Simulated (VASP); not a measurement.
A run of VASP 6.6.1 is set up as follows.

The input INCAR:

```
SYSTEM = Li2TiO2
  PREC = Accurate
  ENCUT = 600
  EDIFF = 1E-6
  ISMEAR = 0
  SIGMA = 0.1
  LREAL = .FALSE.
  LASPH = .TRUE.
  NELM = 150
  ALGO = Normal
  ISIF = 3
  LWAVE = .FALSE.
  LCHARG = .FALSE.
  ISPIN = 2
  MAGMOM = 0 0 1 0 0
  LORBIT = 11
  LMAXMIX = 4
  GGA = PE
  IBRION = 2
  NSW = 90
  EDIFFG = -0.04
```

Contents of KPOINTS:

```
regular mesh
0
G
  6 6 6
  0 0 0
```

POSCAR

```
Li2TiO2
1.0
   -1.7745598900      1.7745598900      4.1224262200
    1.7745598900     -1.7745598900      4.1224262200
    1.7745598900      1.7745598900     -4.1224262200
Li Ti O
2 1 2
Direct
    0.7500000000      0.2500000000      0.5000000000
    0.2500000000      0.7500000000      0.5000000000
    0.0000000000      0.0000000000      0.0000000000
    0.3899999900      0.3899999900      0.0000000000
    0.6100000100      0.6100000100      0.0000000000
```

Potentials or basis: VASP PAW PBE potentials, release 64 (Li_sv, Ti_sv, O).

The run is started by

```console
$ cat potpaw_PBE.64/Li_sv/POTCAR potpaw_PBE.64/Ti_sv/POTCAR potpaw_PBE.64/O/POTCAR > POTCAR
$ mpirun -np 1 vasp_std > vasp.out
```

Q: Estimate the relaxed cell.

A: a = 5.347 Å, b = 5.347 Å, c = 5.347 Å, α = 148.97°, β = 148.97°, γ = 44.46°.

Q: What does it give for the band gap on the k mesh?

A: Zero (filled and empty bands overlap).

Q: Predict the relaxed volume.

A: 8.10 Å³/atom.

Q: Estimate the space group after relaxing (to 0.1 Å).

A: I4/mmm (No. 139).

Final structure:
```yaml
crystal:
  lattice:
    - [-1.43026, 1.43026, 4.94941]
    - [1.43026, -1.43026, 4.94941]
    - [1.43026, 1.43026, -4.94941]
  atoms:
    - { symbol: Li, position: [0.75000, 0.25000, 0.50000] }
    - { symbol: Li, position: [0.25000, 0.75000, 0.50000] }
    - { symbol: Ti, position: [0.00000, 0.00000, 0.00000] }
    - { symbol: O, position: [0.37522, 0.37522, 0.00000] }
    - { symbol: O, position: [0.62478, 0.62478, 0.00000] }
```

Caveat: the cutoff is under 1.25 times the usual one of these potentials, so pressure, stress and relaxed cells hold a basis-set (Pulay) error; the volume moved by over 15 % at a fixed basis, so the end points are rough.
